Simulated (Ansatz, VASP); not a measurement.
One calculation of CoO, two programs

```
CELL_PARAMETERS angstrom
-1.50800 1.50800 2.10725
1.50800 -1.50800 2.10725
1.50800 1.50800 -2.10725
ATOMIC_POSITIONS crystal
Co 0.00000 0.00000 0.00000
O 0.50000 0.50000 0.00000
```

Alike in both runs: task single point; functional PBE; k mesh 16 × 16 × 16; occupations gaussian, width 0.05 eV; collinear spin.

|  | VASP | Ansatz |
| --- | --- | --- |
| version | VASP 6.6.1 | Ansatz 0.2.0 |
| potentials or method | VASP PAW PBE potentials, release 64 (Co, O), cutoff 520 eV | scalar-relativistic, plane waves, PAW |
| valence electrons in the cell | 15 | 23 |

VASP gave:

- gap on the k mesh at the Fermi level (eV): none
- pressure (GPa): -0.5
- traceless stress, the component that is largest in VASP (GPa): 0.01
- net moment per atom (μB): 1.46
- size of the moment on the site where the two differ most (μB): 2.56

Question: What did Ansatz give for the same quantities?

Answer: gap on the k mesh at the Fermi level (eV): none; pressure (GPa): 0.1; traceless stress, the component that is largest in VASP (GPa): 0.05; net moment per atom (μB): 1.47; size of the moment on the site where the two differ most (μB): 2.50.

Site moments also hang on the region over which each program counts them. A gap of «none» marks a metal or a gap that the smearing closes. VASP's potentials hold 15 valence electrons a cell and Ansatz's 23, so a difference there can come from the potentials and not from the codes.
